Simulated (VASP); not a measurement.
Write the native input for VASP 6.6.1 that does the following.

```
Task                   : single point
Functional             : PBE
Potentials or basis    : VASP PAW PBE potentials, release 64 (Si, F)
Cutoff                 : 600 eV
k mesh                 : 7 × 7 × 6
Occupations            : gaussian, width 0.2 eV
Spin                   : no spin polarisation
Dipole correction      : no
Further INCAR settings : ALGO = Normal; EDIFF = 1e-06; NBANDS = 12
```

The structure of SiF lies in POSCAR:

```
SiF
1.0
    2.7143115632      0.0000000025      0.0000000000
   -1.3571557837      2.3506627663      0.0000000000
    0.0000000000      0.0000000000      3.8638446532
Si F
1 1
Direct
    0.6666666667      0.3333333333      0.0000000000
    0.0000000000      0.0000000000      0.5000000000
```

The cell was built from a structure type or drawn by symmetry, and may not be a known phase.

These files were run (other wordings do the same):

INCAR

```
PREC     = Accurate       # precision mode
ENCUT    = 600            # plane-wave cutoff, eV
EDIFF    = 1E-6           # SCF threshold, eV
ISMEAR   = 0              # smearing method
SIGMA    = 0.2            # smearing width, eV
LREAL    = F              # projectors in reciprocal space
LASPH    = T              # aspherical terms in the spheres
NELM     = 120            # most SCF steps
ALGO     = Normal         # electronic algorithm
ISIF     = 2              # what is computed and relaxed
LWAVE    = F              # write WAVECAR
LCHARG   = F              # write CHGCAR
GGA      = PE             # functional
NBANDS   = 12             # bands
GGA_COMPAT= F
```

KPOINTS

```
Automatic mesh
0
Gamma
  7 7 6
```

Potentials or basis: VASP PAW PBE potentials, release 64 (Si, F).

Launch:

```console
$ cat potpaw_PBE.64/Si/POTCAR potpaw_PBE.64/F/POTCAR > POTCAR
$ mpirun -np 1 vasp_std > vasp.out
```

Results of the run:

| Item | Value |
| --- | --- |
| Pressure | -0.3 GPa |
| Band gap on the k mesh | zero (an odd number of electrons rules out a gap without spin polarisation) |

Caveat: the k points lie up to 0.38 Å⁻¹ apart, too coarse for converged energies and pressures of a metal; an odd number of electrons without spin polarisation forces a metal; a magnetic or distorted state may lie lower.

Wall time 3.6 s on 1 thread of Intel(R) Xeon(R) 6975P-C (Granite Rapids), with other jobs on the host, peak memory 0.14 GiB.
